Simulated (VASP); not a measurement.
A run of VASP 6.6.1 is set up as follows.

File POSCAR:

```
NaCl
1.0
    3.5332341918      0.0000000000      0.0000000000
    0.0000000000      3.5332341918      0.0000000000
    0.0000000000      0.0000000000      3.4595458649
Na Cl
1 1
Direct
    0.0000000000      0.0000000000      0.0000000000
    0.5000000000      0.5000000000      0.5000000000
```

File INCAR.step1:

```
PREC     = Accurate       # precision mode
ENCUT    = 520            # plane-wave cutoff, eV
ISMEAR   = 0              # smearing method
SIGMA    = 0.01           # smearing width, eV
LREAL    = F              # projectors in reciprocal space
LASPH    = T              # aspherical terms in the spheres
NELM     = 100            # most SCF steps
NBANDS   = 14             # bands
GGA      = PE             # functional
ALGO     = Normal         # electronic algorithm
EDIFF    = 1E-4           # SCF threshold, eV
LWAVE    = T              # write WAVECAR
LCHARG   = F              # write CHGCAR
```

The input INCAR.step2:

```
PREC     = Accurate       # precision mode
ENCUT    = 520            # plane-wave cutoff, eV
EDIFF    = 1E-6           # SCF threshold, eV
ISMEAR   = 0              # smearing method
SIGMA    = 0.01           # smearing width, eV
LREAL    = F              # projectors in reciprocal space
LASPH    = T              # aspherical terms in the spheres
NELM     = 100            # most SCF steps
ALGO     = Normal         # electronic algorithm
ISIF     = 2              # what is computed and relaxed
LWAVE    = F              # write WAVECAR
LCHARG   = F              # write CHGCAR
METAGGA  = R2SCAN         # meta-GGA
LMIXTAU  = T            
NBANDS   = 14             # bands
ISTART   = 1
```

File KPOINTS:

```
Automatic mesh
0
Gamma
  8 8 8
```

Potentials or basis: VASP PAW PBE potentials, release 64 (Na_pv, Cl).

Launch:

```console
$ cat potpaw_PBE.64/Na_pv/POTCAR potpaw_PBE.64/Cl/POTCAR > POTCAR
$ cp INCAR.step1 INCAR
$ mpirun -np 1 vasp_std > vasp.out
$ cp INCAR.step2 INCAR
$ mpirun -np 1 vasp_std > vasp.out
```

(1) Estimate the band gap on the k mesh.

(2) Predict the pressure.

## Answers

(1) 4.70 eV, indirect (least direct gap 5.16 eV).

(2) -1.3 GPa.

Caveat: the cell differs from its parent crystal (biaxial xy strain +2.1%); the PAW data sets were made with another functional, which shifts forces and pressure a little.
